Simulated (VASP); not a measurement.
# Zr (P6_3/mmc) in VASP: single point with PBEsol

Aim: the single point of Zr with PBEsol.

All numbers are computed with VASP 6.6.1; they aren't measurements. Logs are shortened: lines on timing, memory, paths and dates and some standing lists are left out, and cuts for length are marked.

## Step 1: The cell of the first run

It takes space group P6_3/mmc (No. 194, hexagonal). Conventional cell: a = 3.184 Å, b = 3.184 Å, c = 5.118 Å, α = 90.00°, β = 90.00°, γ = 120.00°. Zr (site symmetry -6m2) has 12 Zr at 3.15 to 3.18 Å within 4.1 Å.

## Step 2: Single point, PBEsol

INCAR reads:

```
SYSTEM = Zr
ALGO     = Normal         ! electronic algorithm
EDIFF    = 1E-6           ! SCF threshold, eV
ENCUT    = 500            ! plane-wave cutoff, eV
GGA      = PS             ! functional
GGA_COMPAT= .FALSE.      
ISIF     = 2              ! what is computed and relaxed
ISMEAR   = 0              ! smearing method
LASPH    = .TRUE.         ! aspherical terms in the spheres
LCHARG   = .FALSE.        ! write CHGCAR
LREAL    = .FALSE.        ! projectors in reciprocal space
LWAVE    = .FALSE.        ! write WAVECAR
NBANDS   = 19             ! bands
NELM     = 120            ! most SCF steps
PREC     = Accurate       ! precision mode
SIGMA    = 0.1            ! smearing width, eV
```

KPOINTS reads:

```
k-points
0
G
  6 6 4
  0 0 0
```

POSCAR reads:

```
Zr
1.0
    3.1838860208      0.0000000028      0.0000000000
   -1.5919430129      2.7573261754      0.0000000000
    0.0000000000      0.0000000000      5.1181118166
Zr
2
Direct
    0.3333333333      0.6666666667      0.2500000000
    0.6666666667      0.3333333333      0.7500000000
```

Potentials or basis: VASP PAW PBE potentials, release 64 (Zr_sv).

The run is started by

```
$ cat potpaw_PBE.64/Zr_sv/POTCAR > POTCAR
$ mpirun -np 1 vasp_std > vasp.out
```

OUTCAR:

```text
SYSTEM = Zr
   EDIFF = 1E-6
   ENCUT = 500
   GGA = PS
   ISIF = 2
   ISMEAR = 0
   LASPH = .TRUE.
   LREAL = .FALSE.
   NELM = 120
   PREC = Accurate

 ion  position               nearest neighbor table
   1  0.333  0.667  0.250-   2 3.15   2 3.15   2 3.15   2 3.15   2 3.15   2 3.15
   2  0.667  0.333  0.750-   1 3.15   1 3.15   1 3.15   1 3.15   1 3.15   1 3.15

  LATTYP: Found a hexagonal cell.
 ALAT       =     3.1838860208
 C/A-ratio  =     1.6075047232

  Lattice vectors:

 A1 = (   3.1838860208,   0.0000000028,   0.0000000000)
 A2 = (  -1.5919430129,   2.7573261754,   0.0000000000)
 A3 = (   0.0000000000,   0.0000000000,   5.1181118166)

Analysis of symmetry for initial positions (statically):
=====================================================================
 Subroutine PRICEL returns:
 Original cell was already a primitive cell.

 Routine SETGRP: Setting up the symmetry group for a
 hexagonal supercell.

 Subroutine GETGRP returns: Found 24 space group operations
 (whereof 12 operations were pure point group operations)
 out of a pool of 24 trial point group operations.

The static configuration has the point symmetry D_3d.
 The point group associated with its full space group is D_6h.

Analysis of symmetry for dynamics (positions and initial velocities):
=====================================================================
 Subroutine PRICEL returns:
 Original cell was already a primitive cell.

 Routine SETGRP: Setting up the symmetry group for a
 hexagonal supercell.

 Subroutine GETGRP returns: Found 24 space group operations
 (whereof 12 operations were pure point group operations)
 out of a pool of 24 trial point group operations.

The dynamic configuration has the point symmetry D_3d.
 The point group associated with its full space group is D_6h.

 Subroutine INISYM returns: Found 24 space group operations
 (whereof 12 operations are pure point group operations),
 and found     1 'primitive' translations

----------------------------------------------------------------------------------------

                                     Primitive cell

  volume of cell :      44.9320

  direct lattice vectors                    reciprocal lattice vectors
     3.183886021  0.000000003  0.000000000     0.314081595  0.181335094  0.000000000
[... 76 lines left out ...]
   ISPIN  =      1    spin polarized calculation?
   LNONCOLLINEAR =      F non collinear calculations
   LSORBIT =      F    spin-orbit coupling
   LASPH  =      T    aspherical Exc in radial PAW
   ENCUT  =  500.0 eV  36.75 Ry    6.06 a.u.   5.80  5.80  9.33*2*pi/ulx,y,z
   NELM   =    120;   NELMIN=  2; NELMDL= -5     # of ELM steps
   EDIFF  = 0.1E-05   stopping-criterion for ELM
   LREAL  =      F    real-space projection
   EDIFFG = 0.1E-04   stopping-criterion for IOM
   NSW    =      0    number of steps for IOM
   IBRION =     -1    ionic relax: 0-MD 1-quasi-New 2-CG
   NFREE  =      0    steps in history (QN), initial steepest desc. (CG)
   ISIF   =      2    stress and relaxation
   ISYM   =      2    0-nonsym 1-usesym 2-fastsym
   POTIM  = 0.5000    time-step for ionic-motion
   TEBEG  =    0.0;   TEEND  =   0.0 temperature during run
   PSTRESS=    0.0 pullay stress
   NELECT =      24.0000    total number of electrons
   NUPDOWN=      -1.0000    fix difference up-down
   EMIN   =  10.00;   EMAX   =-10.00  energy-range for DOS
   EFERMI =   0.00;   METHOD = LEGACY
   ISMEAR =     0;   SIGMA  =   0.10  broadening in eV -4-tet -1-fermi 0-gaus
   EFERMI_NEDOS =   21; number of points for ismear=-14 and -15
   IALGO  =     38    algorithm
   IMIX   =      4    mixing-type and parameters
     AMIX     =   0.40;   BMIX     =  1.00
     AMIX_MAG =   1.60;   BMIX_MAG =  1.00
  volume/ion in A,a.u.               =      22.47       151.61
  Fermi-wavevector in a.u.,A,eV,Ry     =   1.328292  2.510107 24.005557  1.764359
  Thomas-Fermi vector in A             =   2.457540
   LORBIT       =      0    0 simple, 1 ext, 2 COOP (PROOUT), +10 PAW based schemes
   GGA     = PS    functional components
   LHFCALC =     F    Hartree Fock is set to
   AEXX    =    0.0000 exact exchange contribution
   IVDW    =     0    specifies the selected vdW correction
   LEPSILON=     F    determine dielectric tensor
   LRPA    =     F    only Hartree local field effects (RPA)
 non-spin polarized calculation
 Gauss-broadening in eV      SIGMA  =   0.10
  energy-cutoff  :      500.00
  volume of cell :       44.93
 maximum number of plane-waves:      1170
 NGX is ok and might be reduce to    24
   NGX = 11   NGY = 11   NGZ = 19

 number of electron      24.0000000 magnetization

 Free energy of the ion-electron system (eV)
  ---------------------------------------------------
  ext. energy  EPLUGINS =         0.00000000
  ---------------------------------------------------
  free energy    TOTEN  =       -18.16243339 eV

  energy without entropy =      -18.14850423  energy(sigma->0) =      -18.15546881

 E-fermi :   9.3077     XC(G=0): -11.3659

 val. band max:        9.2816989104   @ k =   0.3333   0.3333   0.5000
 cond. band min:       9.3509995132   @ k =   0.1667   0.1667   0.5000
 fundamental gap:      0.0693006028
 Fermi energy:         9.3076721188

 k-point     1 :       0.0000    0.0000    0.0000
  band No.  band energies     occupation
      1     -39.3950      2.00000
      2     -39.2201      2.00000
      3     -18.0124      2.00000
      4     -17.0208      2.00000
      5     -17.0208      2.00000
      6     -16.8926      2.00000
[... 439 lines left out ...]
      6     -17.4988      2.00000
[... 11 lines left out ...]
     18      13.8802      0.00000
     19      17.6751      0.00000

------------------------ aborting loop because EDIFF is reached ----------------------------------------

  FORCE on cell =-STRESS in cart. coord.  units (eV):
  Direction    XX          YY          ZZ          XY          YZ          ZX
  --------------------------------------------------------------------------------------
  -------------------------------------------------------------------------------------
  Total       -0.0670197     -0.0670197      0.0050107      0.0000000     -0.0000000     -0.0000000
  in kB       -2.3897799     -2.3897799      0.1786713      0.0000000     -0.0000000     -0.0000000
  external PRESSURE =      -1.5336295 kB  Pullay stress =       0.0000000 kB

 VOLUME and BASIS-vectors are now :
 -----------------------------------------------------------------------------
  energy-cutoff  :      500.00
  volume of cell :       44.93
      direct lattice vectors                 reciprocal lattice vectors
     3.183886021  0.000000003  0.000000000     0.314081595  0.181335094  0.000000000
    -1.591943013  2.757326175  0.000000000    -0.000000000  0.362670187  0.000000000
     0.000000000  0.000000000  5.118111817     0.000000000  0.000000000  0.195384555

 POSITION                                       TOTAL-FORCE (eV/Angst)
 -----------------------------------------------------------------------------------
     -0.00000      1.83822      1.27953        -0.000000     -0.000000      0.000000
      1.59194      0.91911      3.83858         0.000000      0.000000      0.000000
 -----------------------------------------------------------------------------------
    total drift:                               -0.000000      0.000000     -0.000000

  FREE ENERGIE OF THE ION-ELECTRON SYSTEM (eV)
  ---------------------------------------------------
  free  energy   TOTEN  =       -18.1624333925 eV

  energy  without entropy=      -18.1485042329  energy(sigma->0) =      -18.15546881
```

stdout:

```text
POSCAR found type information on POSCAR Zr
 POSCAR found :  1 types and       2 ions
 scaLAPACK will be used
 -----------------------------------------------------------------------------
|                                                                             |
|                                                                             |
|     You enforced a specific xc type in the INCAR file but a different       |
|     I HOPE YOU KNOW WHAT YOU ARE DOING!                                     |
|                                                                             |
 -----------------------------------------------------------------------------

 LDA part: xc-table for (Slater+PW92), standard interpolation
 POSCAR, INCAR and KPOINTS ok, starting setup
 FFT: planning ... GRIDC
 FFT: planning ... GRID_SOFT
 FFT: planning ... GRID
 WAVECAR not read
 entering main loop
```

Wall time 12 s (1 thread of AMD EPYC 9R14 (Zen 4), shared host); peak memory 0.13 GiB.

Results:

* Free energy: -18.1624 eV
* Pressure: -0.2 GPa
* Band gap on the k mesh: zero (band 12 reaches 10.15 eV, above the bottom of band 13 at 9.28 eV)

Caveat: the k points lie up to 0.38 Å⁻¹ apart; the PAW data sets were made with another functional, which shifts forces and pressure a little.
